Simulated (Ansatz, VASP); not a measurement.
# One calculation of Ga5N, two programs

```
Ga N
1.0
     0.00000    3.66547    3.66547
     3.66547    0.00000    3.66547
     3.66547    3.66547    0.00000
Ga N
5 1
Direct
  0.37786 0.37786 0.37786
  0.37786 0.37786 0.86643
  0.37786 0.86643 0.37786
  0.86643 0.37786 0.37786
  0.00000 0.00000 0.00000
  0.50000 0.50000 0.50000
```

Alike in both runs: task relaxation of cell and atoms; functional PBE; k mesh 4 × 4 × 4; occupations gaussian, width 0.1 eV; no spin polarisation.

```csv
,VASP,Ansatz
version,VASP 6.6.1,Ansatz 0.2.0
potentials or method,"VASP PAW PBE potentials, release 64 (Ga_d, N), cutoff 600 eV","scalar-relativistic, plane waves, PAW"
valence electrons in the cell,70,70
```

```tsv
	VASP	Ansatz	Ansatz less VASP
gap on the k mesh at the Fermi level, each at its own relaxed structure (eV)	none	none	-
relaxed volume (Å³/atom)	23.63	23.69	+0.055
relaxed cell length with the largest relative difference (Å)	5.853	5.858	+0.0046
```

A gap of «none» marks a metal or a gap that the smearing closes.

The k mesh is coarse, so the values compare programs but aren't converged. Noted on VASP's run: the volume moved by over 15 % at a fixed basis, so the end points are rough.
